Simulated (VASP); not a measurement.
# Re (P6_3/mmc) in VASP: further runs, part 2 of 2

VASP 6.6.1. The steps go on from the part before.

## (3) Single point, PBEsol

This run uses another cell than the first one, of 15.30 Å³/atom, 1.020 times its volume.

Contents of INCAR:

```
SYSTEM = Re
PREC = Accurate ; ENCUT = 520
EDIFF = 1E-7 ; ISMEAR = -1
SIGMA = 0.05 ; LREAL = .False.
LASPH = .True. ; NELM = 60
ALGO = Normal ; ISIF = 2
LWAVE = .False. ; LCHARG = .False.
GGA = PS ; NBANDS = 14
```

Contents of KPOINTS:

```
regular mesh
0
Gamma
  11 11 6
  0 0 0
```

Contents of POSCAR:

```
Re
1.0
    2.7971304821      0.0000000000      0.0000000000
   -1.3985652410      2.4223860552      0.0000000000
    0.0000000000      0.0000000000      4.5168672541
Re
2
Direct
    0.6666666667      0.3333333333      0.7500000000
    0.3333333333      0.6666666667      0.2500000000
```

Potentials or basis: VASP PAW PBE potentials, release 64 (Re).

Run with:

```
$ cat potpaw_PBE.64/Re/POTCAR > POTCAR
$ mpirun -np 1 vasp_std > vasp.out
```

OUTCAR:

```text
SYSTEM = Re
   PREC = Accurate
   ENCUT = 520
   EDIFF = 1E-7
   ISMEAR = -1
   LREAL = .False.
   LASPH = .True.
   NELM = 60
   ISIF = 2
   GGA = PS

 ion  position               nearest neighbor table
   1  0.667  0.333  0.750-   2 2.78   2 2.78   2 2.78   2 2.78   2 2.78   2 2.78
   2  0.333  0.667  0.250-   1 2.78   1 2.78   1 2.78   1 2.78   1 2.78   1 2.78

  LATTYP: Found a hexagonal cell.
 ALAT       =     2.7971304821
 C/A-ratio  =     1.6148217908

  Lattice vectors:

 A1 = (   2.7971304821,   0.0000000000,   0.0000000000)
 A2 = (  -1.3985652410,   2.4223860552,   0.0000000000)
 A3 = (   0.0000000000,   0.0000000000,   4.5168672541)

Analysis of symmetry for initial positions (statically):
=====================================================================
 Subroutine PRICEL returns:
 Original cell was already a primitive cell.

 Routine SETGRP: Setting up the symmetry group for a
 hexagonal supercell.

 Subroutine GETGRP returns: Found 24 space group operations
 (whereof 12 operations were pure point group operations)
 out of a pool of 24 trial point group operations.

The static configuration has the point symmetry D_3d.
 The point group associated with its full space group is D_6h.

Analysis of symmetry for dynamics (positions and initial velocities):
=====================================================================
 Subroutine PRICEL returns:
 Original cell was already a primitive cell.

 Routine SETGRP: Setting up the symmetry group for a
 hexagonal supercell.

 Subroutine GETGRP returns: Found 24 space group operations
 (whereof 12 operations were pure point group operations)
 out of a pool of 24 trial point group operations.

The dynamic configuration has the point symmetry D_3d.
 The point group associated with its full space group is D_6h.

 Subroutine INISYM returns: Found 24 space group operations
 (whereof 12 operations are pure point group operations),
[... 122 lines left out ...]
   LHFCALC =     F    Hartree Fock is set to
   AEXX    =    0.0000 exact exchange contribution
   IVDW    =     0    specifies the selected vdW correction
   LEPSILON=     F    determine dielectric tensor
   LRPA    =     F    only Hartree local field effects (RPA)
 non-spin polarized calculation
  energy-cutoff  :      520.00
  volume of cell :       30.61
 maximum number of plane-waves:       839
 NGX is ok and might be reduce to    24
   NGX = 11   NGY = 11   NGZ = 17

 number of electron      14.0000000 magnetization

 Free energy of the ion-electron system (eV)
  ---------------------------------------------------
  ext. energy  EPLUGINS =         0.00000000
  ---------------------------------------------------
  free energy    TOTEN  =       -26.65343948 eV

  energy without entropy =      -26.63797627  energy(sigma->0) =      -26.64570788

 E-fermi :   7.2416     XC(G=0): -13.6064

 val. band max:        7.2395243339   @ k =   0.1818  -0.0000   0.1667
 cond. band min:       7.2806300429   @ k =   0.3636   0.1818   0.3333
 fundamental gap:      0.0411057090
 Fermi energy:         7.2416358691

 k-point     1 :       0.0000    0.0000    0.0000
  band No.  band energies     occupation
      1      -2.3852      2.00000
      2       0.8842      2.00000
      3       5.7518      2.00000
      4       5.7551      2.00000
      5       5.7551      2.00000
      6       6.5423      2.00000
      7       6.5423      2.00000
      8       7.4216      0.05320
      9       7.4216      0.05320
     10       7.7801      0.00004
     11      10.4299      0.00000
     12      10.4299      0.00000
     13      16.7174      0.00000
     14      21.3568      0.00000
[... 377 lines left out ...]
      1      -0.1463      2.00000
      2       2.5257      2.00000
      3       3.8398      2.00000
      4       4.1932      2.00000
      5       5.4087      2.00000
      6       6.0506      2.00000
      7       6.6219      1.99999
      8       7.5312      0.00609
      9       8.2040      0.00000
     10       8.5699      0.00000
     11      10.7939      0.00000
     12      13.6910      0.00000
     13      17.9395      0.00000
     14      22.6659      0.00000

 [... further k-points ...]

------------------------ aborting loop because EDIFF is reached ----------------------------------------

  FORCE on cell =-STRESS in cart. coord.  units (eV):
  Direction    XX          YY          ZZ          XY          YZ          ZX
  --------------------------------------------------------------------------------------
  -------------------------------------------------------------------------------------
  Total       -3.4195238     -3.4195238     -3.4259852     -0.0000000      0.0000000      0.0000000
  in kB     -179.0122689   -179.0122689   -179.3505242     -0.0000000      0.0000000      0.0000000
  external PRESSURE =    -179.1250206 kB  Pullay stress =       0.0000000 kB

 VOLUME and BASIS-vectors are now :
 -----------------------------------------------------------------------------
  energy-cutoff  :      520.00
  volume of cell :       30.61
      direct lattice vectors                 reciprocal lattice vectors
     2.797130482  0.000000000  0.000000000     0.357509243  0.206408057  0.000000000
    -1.398565241  2.422386055  0.000000000     0.000000000  0.412816115  0.000000000
     0.000000000  0.000000000  4.516867254     0.000000000  0.000000000  0.221392382

 POSITION                                       TOTAL-FORCE (eV/Angst)
 -----------------------------------------------------------------------------------
      1.39857      0.80746      3.38765        -0.000000      0.000000      0.000000
     -0.00000      1.61492      1.12922         0.000000     -0.000000      0.000000
 -----------------------------------------------------------------------------------
    total drift:                               -0.000000      0.000000     -0.000000

  FREE ENERGIE OF THE ION-ELECTRON SYSTEM (eV)
  ---------------------------------------------------
  free  energy   TOTEN  =       -26.6534394758 eV

  energy  without entropy=      -26.6379762750  energy(sigma->0) =      -26.64570788
```

OSZICAR:

```text
N       E                     dE             d eps       ncg     rms          rms(c)
DAV:   1     0.200075252723E+02    0.20008E+02   -0.67743E+03  3584   0.124E+03
DAV:   2    -0.271238079839E+02   -0.47131E+02   -0.41291E+02  2948   0.281E+02
DAV:   3    -0.282621078109E+02   -0.11383E+01   -0.10882E+01  2776   0.445E+01
DAV:   4    -0.282733016806E+02   -0.11194E-01   -0.11182E-01  2754   0.315E+00
DAV:   5    -0.282735187816E+02   -0.21710E-03   -0.21708E-03  2768   0.833E-01    0.412E+01
DAV:   6    -0.270404823706E+02    0.12330E+01   -0.10874E+00  3122   0.282E+01    0.157E+01
DAV:   7    -0.266682559145E+02    0.37223E+00   -0.62575E-01  3152   0.210E+01    0.747E-01
DAV:   8    -0.266544821425E+02    0.13774E-01   -0.87636E-03  3094   0.102E+00    0.221E-01
DAV:   9    -0.266534365426E+02    0.10456E-02   -0.52521E-04  3286   0.255E-01    0.383E-02
DAV:  10    -0.266534386291E+02   -0.20865E-05   -0.47451E-05  2882   0.669E-02    0.178E-02
DAV:  11    -0.266534398436E+02   -0.12145E-05   -0.80274E-07  2592   0.208E-02    0.172E-03
DAV:  12    -0.266534394979E+02    0.34576E-06   -0.22296E-07  1882   0.677E-03    0.682E-04
DAV:  13    -0.266534394758E+02    0.22095E-07   -0.16333E-08  1232   0.352E-03
   1 F= -.26653439E+02 E0= -.26645708E+02  d E =-.154632E-01
```

stdout:

```text
POSCAR found type information on POSCAR Re
 POSCAR found :  1 types and       2 ions
 scaLAPACK will be used
 -----------------------------------------------------------------------------
|                                                                             |
|                                                                             |
|     You enforced a specific xc type in the INCAR file but a different       |
|     I HOPE YOU KNOW WHAT YOU ARE DOING!                                     |
|                                                                             |
 -----------------------------------------------------------------------------

 LDA part: xc-table for (Slater+PW92), standard interpolation
 POSCAR, INCAR and KPOINTS ok, starting setup
 FFT: planning ... GRIDC
 FFT: planning ... GRID_SOFT
 FFT: planning ... GRID
 WAVECAR not read
 entering main loop
```

Run time: 22 s. Hardware: 1 thread of Intel Xeon Platinum 8375C at 2.90GHz (Ice Lake), shared host; peak memory 0.16 GiB.

Results:

- Free energy: -26.6534 eV
- Pressure: -17.9 GPa
- Band gap on the k mesh: zero (band 7 reaches 8.48 eV, above the bottom of band 8 at 5.63 eV)

Caveat: the PAW data sets were made with another functional, which shifts forces and pressure a little; spin-orbit coupling is left out, which moves the levels of the heavy elements.

## (4) Single point, PBEsol

This run uses another cell than the first one, of 15.60 Å³/atom, 1.039 times its volume.

Contents of INCAR:

```
SYSTEM = Re
ALGO = Fast
EDIFF = 1E-6
ENCUT = 520
GGA = PS
ISIF = 2
ISMEAR = -1
LASPH = .TRUE.
LCHARG = .FALSE.
LREAL = .FALSE.
LWAVE = .FALSE.
NBANDS = 14
NELM = 100
PREC = Accurate
SIGMA = 0.05
```

Contents of KPOINTS:

```
k-points
0
G
  11 11 6
  0 0 0
```

Contents of POSCAR:

```
Re
1.0
    2.8149470801      0.0000000000      0.0000000000
   -1.4074735401      2.4378156817      0.0000000000
    0.0000000000      0.0000000000      4.5456378849
Re
2
Direct
    0.6666666667      0.3333333333      0.7500000000
    0.3333333333      0.6666666667      0.2500000000
```

Run with:

```
$ cat potpaw_PBE.64/Re/POTCAR > POTCAR
$ mpirun -np 1 vasp_std > vasp.out
```

It took 22 s on 1 thread of Intel Xeon Platinum 8375C at 2.90GHz (Ice Lake), shared host; peak memory 0.16 GiB.

The run converged. Its results:

- Free energy: -26.5774 eV
- Pressure: -23.6 GPa
- Band gap on the k mesh: zero (band 7 reaches 8.21 eV, above the bottom of band 8 at 5.45 eV)

Levels at points of the mesh, in eV from the Fermi level:
| k point | band 4 | band 5 | band 6 | band 7 | band 8 | band 9 | band 10 | band 11 |
| --- | --- | --- | --- | --- | --- | --- | --- | --- |
| (0.00, 0.00, 0.00) | -1.44 | -1.44 | -0.68 | -0.68 | 0.18 | 0.18 | 0.51 | 3.10 |
| (0.00, 0.00, 0.50) | -2.22 | -1.56 | -1.56 | -1.56 | -1.56 | 2.34 | 2.34 | 2.34 |

Caveat: the PAW data sets were made with another functional, which shifts forces and pressure a little; spin-orbit coupling is left out, which moves the levels of the heavy elements.

## (5) Summary

| cell | gap on the mesh (eV) | pressure (GPa) |
| --- | --- | --- |
| a = 2.779, b = 2.779, c = 4.488 Å, angles 90.0, 90.0, 120.0°, 2 atoms | none | -11.4 |
| a = 2.797, b = 2.797, c = 4.517 Å, angles 90.0, 90.0, 120.0°, 2 atoms | none | -17.9 |
| a = 2.815, b = 2.815, c = 4.546 Å, angles 90.0, 90.0, 120.0°, 2 atoms | none | -23.6 |

Alike in all rows: task single point; level PBEsol; potentials or basis VASP PAW PBE potentials, release 64 (Re); no spin polarisation; k mesh 11 × 11 × 6; cutoff (eV) 520; smearing fermi-dirac 0.05 eV.

Caveats: the PAW data sets were made with another functional, which shifts forces and pressure a little; spin-orbit coupling is left out, which moves the levels of the heavy elements.

Absolute energies hang on the potentials; compare differences alone.
